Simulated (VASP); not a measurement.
# Si31C (P1) in VASP: single point with HSE06

Aim: the single point of Si31C with HSE06.

All numbers are computed with VASP 6.6.1; they aren't measurements. Logs are shortened: lines on timing, memory, paths and dates and some standing lists are left out, and cuts for length are marked.

## 1. The cell of the first run

The typed cell holds 64 atoms: a = 10.743 Å, b = 10.743 Å, c = 10.743 Å, α = 90.00°, β = 90.00°, γ = 90.00°.

## 2. Single point, HSE06

Contents of POSCAR:

```
Si31C
1.0
   10.7428580000      0.0000000000      0.0000000000
    0.0000000000     10.7428580000      0.0000000000
    0.0000000000      0.0000000000     10.7428580000
Si C
62 2
Direct
    0.0003390000      0.0000970000      0.0003440000
    0.9997550000      0.4999350000      0.0003520000
    0.0003610000      0.5000100000      0.5004890000
    0.5007560000      0.0057310000      0.9945260000
    0.4999880000      0.0060750000      0.5063990000
    0.4999830000      0.4937310000      0.9940800000
    0.5008040000      0.4940940000      0.5061540000
    0.1283590000      0.1254710000      0.1227790000
    0.1078990000      0.1071540000      0.6075360000
    0.1244410000      0.6281730000      0.1285710000
    0.1284240000      0.6223760000      0.6258810000
    0.6283850000      0.1244220000      0.1278730000
    0.6078350000      0.1427390000      0.6431350000
    0.6244330000      0.6217700000      0.1221470000
    0.6284180000      0.6275070000      0.6247910000
    0.2561530000      0.2499720000      0.9940540000
    0.2497330000      0.2433360000      0.5064210000
    0.2500070000      0.7505390000      0.0006350000
    0.2439020000      0.7558290000      0.5003800000
    0.7438750000      0.2498920000      0.9944090000
    0.7497770000      0.2438360000      0.5070350000
    0.7500200000      0.7496830000      0.9997760000
    0.7561500000      0.7562950000      0.5002780000
    0.3749880000      0.3754190000      0.1249740000
    0.3902920000      0.3545210000      0.6427670000
    0.3726590000      0.8780980000      0.1256280000
    0.3746130000      0.8748910000      0.6251860000
    0.8726500000      0.3717810000      0.1251000000
    0.8746460000      0.3749850000      0.6255020000
    0.8749730000      0.8745350000      0.1257170000
    0.8903090000      0.8953170000      0.6079740000
    0.2438370000      0.9999840000      0.2562450000
    0.2497650000      0.0060370000      0.7436800000
    0.2500510000      0.5002760000      0.2509280000
    0.2561250000      0.4935750000      0.7504040000
    0.7561710000      0.9999700000      0.2566640000
    0.7497100000      0.0065570000      0.7442190000
    0.7499920000      0.4993730000      0.2500560000
    0.7439190000      0.4940590000      0.7502840000
    0.3745540000      0.1248400000      0.3752570000
    0.3902930000      0.1423480000      0.8549390000
    0.3727400000      0.6252050000      0.3785190000
    0.3749420000      0.6245830000      0.8757720000
    0.8903480000      0.1075950000      0.3957570000
    0.8745610000      0.1250620000      0.8753490000
    0.8749620000      0.6253180000      0.3748950000
    0.8726920000      0.6247220000      0.8721930000
    0.0008060000      0.2441940000      0.2561690000
    0.0000720000      0.2438410000      0.7442770000
    0.9999690000      0.7562370000      0.2566280000
    0.0008150000      0.7557590000      0.7445670000
    0.5003630000      0.2498110000      0.2502980000
    0.4998120000      0.7500180000      0.2503990000
    0.5003550000      0.7498860000      0.7501860000
    0.1282340000      0.3741380000      0.3784730000
    0.1248880000      0.3722820000      0.8727470000
    0.1063800000      0.8931200000      0.3935440000
    0.1282390000      0.8781020000      0.8744700000
    0.6282430000      0.3717840000      0.3762260000
    0.6064010000      0.3568240000      0.8571850000
    0.6249230000      0.8776750000      0.3780070000
    0.6281910000      0.8758000000      0.8722140000
    0.9992840000      0.0005290000      0.5009590000
    0.4992840000      0.2493690000      0.7497800000
```

Contents of INCAR.step1:

```
SYSTEM = Si31C
ALGO = Normal ; EDIFF = 1E-5
ENCUT = 520 ; GGA = PE
ISIF = 2 ; ISMEAR = -1
LASPH = .TRUE. ; LREAL = Auto
LWAVE = .TRUE. ; NBANDS = 166
NCORE = 4 ; NELM = 80
PREC = Accurate ; SIGMA = 0.05
```

Contents of INCAR.step2:

```
SYSTEM = Si31C
ALGO = Normal ; EDIFF = 1E-6
ENCUT = 520 ; GGA = PE
HFSCREEN = 0.2079 ; ISIF = 2
ISMEAR = -1 ; ISTART = 1
LASPH = .TRUE. ; LCHARG = .TRUE.
LELF = .TRUE. ; LHFCALC = .TRUE.
LREAL = Auto ; LVHAR = .TRUE.
LWAVE = .FALSE. ; NBANDS = 166
NCORE = 4 ; NELM = 80
PREC = Accurate ; PRECFOCK = Fast
SIGMA = 0.05
```

Contents of KPOINTS:

```
k-points
0
G
  1 1 1
  0 0 0
```

Potentials or basis: VASP PAW PBE potentials, release 64 (Si, C).

Run with:

```sh
$ cat potpaw_PBE.64/Si/POTCAR potpaw_PBE.64/C/POTCAR > POTCAR
$ cp INCAR.step1 INCAR
$ mpirun -np 4 vasp_gam > vasp.out
$ cp INCAR.step2 INCAR
$ mpirun -np 4 vasp_gam > vasp.out
```

OUTCAR:

```text
SYSTEM = Si31C
   EDIFF = 1E-6
   ENCUT = 520
   GGA = PE
   HFSCREEN = 0.2079
   ISIF = 2
   ISMEAR = -1
   ISTART = 1
   LASPH = .TRUE.
   LHFCALC = .TRUE.
   LREAL = Auto
   NELM = 80
   PREC = Accurate
   PRECFOCK = Fast

 ion  position               nearest neighbor table
   1  0.000  0.000  0.000-  45 2.33  58 2.33   8 2.33  30 2.33
   2  1.000  0.500  0.000-  28 2.36  47 2.36  56 2.36  10 2.36
   3  0.000  0.500  0.500-  29 2.33  55 2.33  11 2.33  46 2.33
   4  0.501  0.006  0.995-  62 2.36  12 2.36  26 2.40  41 2.41
   5  0.500  0.006  0.506-  40 2.33  27 2.33  61 2.37  13 2.38
   6  0.500  0.494  0.994-  43 2.32  24 2.32  14 2.36  60 2.37
[... 56 lines left out ...]
  63  0.999  0.001  0.501-  31 1.99  44 1.99   9 2.00  57 2.00
  64  0.499  0.249  0.750-  25 1.99  41 1.99  13 2.00  60 2.00

  LATTYP: Found a simple cubic cell.
 ALAT       =    10.7428580000

  Lattice vectors:

 A1 = (  10.7428580000,   0.0000000000,   0.0000000000)
 A2 = (   0.0000000000,  10.7428580000,   0.0000000000)
 A3 = (   0.0000000000,   0.0000000000,  10.7428580000)

Analysis of symmetry for initial positions (statically):
=====================================================================
 Subroutine PRICEL returns:
 Original cell was already a primitive cell.

 Routine SETGRP: Setting up the symmetry group for a
 simple cubic supercell.

 Subroutine GETGRP returns: Found  1 space group operations
 (whereof  1 operations were pure point group operations)
 out of a pool of 48 trial point group operations.

The static configuration has the point symmetry C_1 .

Analysis of symmetry for dynamics (positions and initial velocities):
=====================================================================
 Subroutine PRICEL returns:
 Original cell was already a primitive cell.

 Routine SETGRP: Setting up the symmetry group for a
 simple cubic supercell.

 Subroutine GETGRP returns: Found  1 space group operations
 (whereof  1 operations were pure point group operations)
 out of a pool of 48 trial point group operations.

The dynamic configuration has the point symmetry C_1 .

 Subroutine INISYM returns: Found  1 space group operations
 (whereof  1 operations are pure point group operations),
 and found     1 'primitive' translations
[... 203 lines left out ...]
   POTIM  = 0.5000    time-step for ionic-motion
   TEBEG  =    0.0;   TEEND  =   0.0 temperature during run
   PSTRESS=    0.0 pullay stress
   NELECT =     256.0000    total number of electrons
   NUPDOWN=      -1.0000    fix difference up-down
   EMIN   =  10.00;   EMAX   =-10.00  energy-range for DOS
   EFERMI =   0.00;   METHOD = LEGACY
   ISMEAR =    -1;   SIGMA  =   0.05  broadening in eV -4-tet -1-fermi 0-gaus
   EFERMI_NEDOS =   21; number of points for ismear=-14 and -15
   IALGO  =     38    algorithm
   IMIX   =      1    mixing-type and parameters
     AMIX     =   0.40;   BMIX     =  1.00
     AMIX_MAG =   1.60;   BMIX_MAG =  1.00
  volume/ion in A,a.u.               =      19.37       130.73
  Fermi-wavevector in a.u.,A,eV,Ry     =   0.967613  1.828523 12.738791  0.936275
  Thomas-Fermi vector in A             =   2.097513
   LORBIT       =      0    0 simple, 1 ext, 2 COOP (PROOUT), +10 PAW based schemes
   GGA     = PE    functional components
   LHFCALC =     T    Hartree Fock is set to
   PRECFOCK=fast      Normal, Fast or Accurate (Low or Medium for compatibility)
   ENCUT4O =  -1.0   cutoff for four orbital integrals eV
   NKREDX  =     1    reduce k-point grid by
   NKREDY  =     1    reduce k-point grid by
   NKREDZ  =     1    reduce k-point grid by
   AEXX    =    0.2500 exact exchange contribution
   HFSCREEN=    0.2079 screening length (either q_TF or 0.3 A-1)
   HFSCREENC=   0.2079 screening length for correlation (either q_TF or 0.3 A-1)
   ENCUTFOCK=  -1.0 apply spherical cutoff to Coloumb kernel
   IVDW    =     0    specifies the selected vdW correction
   LEPSILON=     F    determine dielectric tensor
   LRPA    =     F    only Hartree local field effects (RPA)
 non-spin polarized calculation
  energy-cutoff  :      520.00
  volume of cell :     1239.82
 maximum number of plane-waves:     16686
 NGX is ok and might be reduce to    80
  NGX = 40; NGY = 40; NGZ = 40

 number of electron     256.0000031 magnetization

 Free energy of the ion-electron system (eV)
  ---------------------------------------------------
  ext. energy  EPLUGINS =         0.00000000
  ---------------------------------------------------
  free energy    TOTEN  =      -401.70976608 eV

  energy without entropy =     -401.70971937  energy(sigma->0) =     -401.70974273

 E-fermi :   6.2484     XC(G=0):  -7.9030

 val. band max:        5.6477683646   @ k =   0.0000   0.0000   0.0000
 cond. band min:       6.8462820488   @ k =   0.0000   0.0000   0.0000
 fundamental gap:      1.1985136842
 Fermi energy:         6.2483782454

 k-point     1 :       0.0000    0.0000    0.0000
  band No.  band energies     occupation
      1      -8.8463      2.00000
      2      -8.6997      2.00000
      3      -7.3346      2.00000
      4      -6.4901      2.00000
      5      -6.4485      2.00000
      6      -6.4425      2.00000
[... 132 lines left out ...]
    139       7.5225      0.00000
    140       7.5434      0.00000
 [bands above 140 left out]

------------------------ aborting loop because EDIFF is reached ----------------------------------------

  FORCE on cell =-STRESS in cart. coord.  units (eV):
  Direction    XX          YY          ZZ          XY          YZ          ZX
  --------------------------------------------------------------------------------------
  -------------------------------------------------------------------------------------
  Total        2.0378265      2.0929650      2.0999696     -0.0085865     -0.0170065     -0.0083081
  in kB        2.6334088      2.7046623      2.7137141     -0.0110961     -0.0219769     -0.0107363
  external PRESSURE =       2.6839284 kB  Pullay stress =       0.0000000 kB

 VOLUME and BASIS-vectors are now :
 -----------------------------------------------------------------------------
  energy-cutoff  :      520.00
  volume of cell :     1239.82
      direct lattice vectors                 reciprocal lattice vectors
    10.742858000  0.000000000  0.000000000     0.093085099  0.000000000  0.000000000
     0.000000000 10.742858000  0.000000000     0.000000000  0.093085099  0.000000000
     0.000000000  0.000000000 10.742858000     0.000000000  0.000000000  0.093085099

 POSITION                                       TOTAL-FORCE (eV/Angst)
 -----------------------------------------------------------------------------------
      0.00364      0.00104      0.00370         0.010636      0.008962     -0.004223
     10.74023      5.37073      0.00378        -0.011264     -0.002653     -0.003854
      0.00388      5.37154      5.37668         0.009886     -0.005094      0.007555
      5.37955      0.06157     10.68405         0.043044     -0.010440      0.005174
      5.37130      0.06526      5.44017        -0.059361     -0.021875     -0.019349
      5.37125      5.30408     10.67926        -0.059116      0.014226      0.016210
[... 56 lines left out ...]
     10.73517      0.00568      5.38173        -0.014965     -0.000848     -0.001251
      5.36374      2.67894      8.05478        -0.013027      0.003544      0.005517
 -----------------------------------------------------------------------------------
    total drift:                               -0.005426      0.012368     -0.039311

  FREE ENERGIE OF THE ION-ELECTRON SYSTEM (eV)
  ---------------------------------------------------
  free  energy   TOTEN  =      -401.7097660845 eV

  energy  without entropy=     -401.7097193736  energy(sigma->0) =     -401.70974273
```

It took 7.2 min on 4 MPI ranks of Intel Xeon Platinum 8259CL at 2.50GHz (Skylake/Cascade Lake), shared host; peak memory 0.48 GiB.

What came out:

| Property | Result |
| --- | --- |
| Free energy | -401.7098 eV |
| Pressure | 0.3 GPa |
| Largest force | 0.080 eV/Å |
| Band gap on the k mesh | 1.20 eV |

Forces on the atoms (eV/Å):
```
Si   0.011  0.009 -0.004
Si  -0.011 -0.003 -0.004
Si   0.010 -0.005  0.008
Si   0.043 -0.010  0.005
Si  -0.059 -0.022 -0.019
Si  -0.059  0.014  0.016
Si   0.041  0.004 -0.008
Si  -0.016 -0.032  0.036
Si   0.005  0.009  0.012
Si   0.025 -0.007 -0.008
Si  -0.018  0.037 -0.034
Si  -0.016  0.033 -0.035
Si   0.009 -0.011 -0.009
Si   0.026  0.010  0.009
Si  -0.017 -0.038  0.034
Si  -0.020  0.043  0.000
Si   0.016 -0.023 -0.073
Si   0.004  0.016  0.001
Si   0.024 -0.032  0.058
Si   0.026 -0.055  0.034
Si   0.013  0.076  0.019
Si   0.003 -0.003 -0.019
Si  -0.020 -0.001 -0.038
Si   0.008 -0.012 -0.022
Si   0.005  0.017  0.006
Si  -0.014 -0.028  0.000
Si  -0.010  0.033  0.003
Si  -0.014  0.029 -0.002
Si  -0.010 -0.032 -0.005
Si   0.008  0.010  0.019
Si   0.003 -0.014 -0.010
Si   0.025  0.058 -0.033
Si   0.014 -0.074 -0.022
Si   0.004  0.002  0.015
Si  -0.019  0.002  0.042
Si  -0.020 -0.041  0.001
Si   0.014  0.023  0.075
Si   0.005 -0.018 -0.003
Si   0.024  0.034 -0.056
Si  -0.009  0.003  0.032
Si   0.004  0.007  0.018
Si  -0.017  0.000 -0.030
Si   0.008 -0.021 -0.012
Si   0.001 -0.011 -0.014
Si  -0.008 -0.003 -0.034
Si   0.008  0.022  0.008
Si  -0.016 -0.003  0.030
Si   0.042  0.009 -0.004
Si  -0.063  0.021  0.021
Si  -0.057 -0.017 -0.017
Si   0.044 -0.005  0.009
Si   0.011 -0.008  0.003
Si  -0.013  0.001  0.001
Si   0.012  0.006 -0.010
Si  -0.012  0.012 -0.001
Si   0.045 -0.004 -0.003
Si   0.001  0.000 -0.001
Si  -0.014 -0.002  0.012
Si  -0.014  0.002 -0.012
Si   0.001  0.002  0.003
Si   0.044  0.002  0.004
Si  -0.014 -0.012  0.004
C   -0.015 -0.001 -0.001
C   -0.013  0.004  0.006
```

Caveat: the k points lie up to 0.58 Å⁻¹ apart; the PAW data sets were made with another functional, which shifts forces and pressure a little.
